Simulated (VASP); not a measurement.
InGa5P6:

```
In Ga P
1.0
     3.83050    0.00000    0.00000
     0.00000    3.83050    0.00000
     0.00000    0.00000   16.25145
In Ga P
1 5 6
Direct
  0.00000 0.00000 0.50000
  0.00000 0.00000 0.83333
  0.50000 0.50000 0.00000
  0.00000 0.00000 0.16667
  0.50000 0.50000 0.33333
  0.50000 0.50000 0.66667
  0.00000 0.00000 0.00000
  0.50000 0.50000 0.16667
  0.00000 0.00000 0.33333
  0.50000 0.50000 0.50000
  0.00000 0.00000 0.66667
  0.50000 0.50000 0.83333
```

| Quantity | Value |
| --- | --- |
| Program | VASP 6.6.1 |
| Task | relaxation of cell and atoms |
| Functional | PBE |
| Potentials or basis | VASP PAW PBE potentials, release 64 (In_d, Ga_d, P) |
| Cutoff | 600 eV |
| k mesh | 4 × 4 × 1 |
| Occupations | gaussian, width 0.1 eV |
| Spin | no spin polarisation |

At the start: pressure -6.4 GPa; volume 19.87 Å³/atom.

Task: Where does the relaxation end?

Result: Over 18 steps the energy falls by 76.1 meV/atom and the volume is 17.96 Å³/atom (-9.6 %); space group P4/mmm (No. 123, to 0.1 Å) before and after.

The path:
```csv
step,energy change (eV),largest force (eV/Å),pressure (GPa),volume (Å³)
1,0.0000,0.5186,-6.36,238.45
2,-0.6599,0.7698,1.43,212.19
3,-0.6612,0.7575,0.62,213.55
4,-0.7569,0.6049,0.67,213.53
5,-0.7783,0.3633,1.46,213.44
6,-0.7812,0.4483,0.88,213.47
7,-0.8351,0.3232,-0.53,216.92
8,-0.8414,0.3259,-1.07,218.50
9,-0.8863,0.2316,-0.24,216.11
10,-0.8976,0.1507,0.53,214.28
11,-0.9109,0.0911,0.06,215.70
12,-0.9111,0.0836,-0.19,215.96
13,-0.9111,0.0868,0.05,215.87
14,-0.9111,0.0850,-0.06,215.91
15,-0.9123,0.0587,0.18,215.73
16,-0.9127,0.0440,0.18,215.63
17,-0.9129,0.0325,0.34,215.42
18,-0.9129,0.0304,0.07,215.52
```

Final structure:
```
CELL_PARAMETERS angstrom
3.76309 0.00000 0.00000
0.00000 3.76309 0.00000
0.00000 0.00000 15.21917
ATOMIC_POSITIONS crystal
In 0.00000 0.00000 0.50000
Ga 0.00000 0.00000 0.83935
Ga 0.50000 0.50000 0.00000
Ga 0.00000 0.00000 0.16065
Ga 0.50000 0.50000 0.32655
Ga 0.50000 0.50000 0.67345
P 0.00000 0.00000 0.00000
P 0.50000 0.50000 0.15803
P 0.00000 0.00000 0.31965
P 0.50000 0.50000 0.50000
P 0.00000 0.00000 0.68035
P 0.50000 0.50000 0.84197
```

Caveat: the k points lie up to 0.42 Å⁻¹ apart in the final cell, too coarse for converged energies and pressures of a metal.
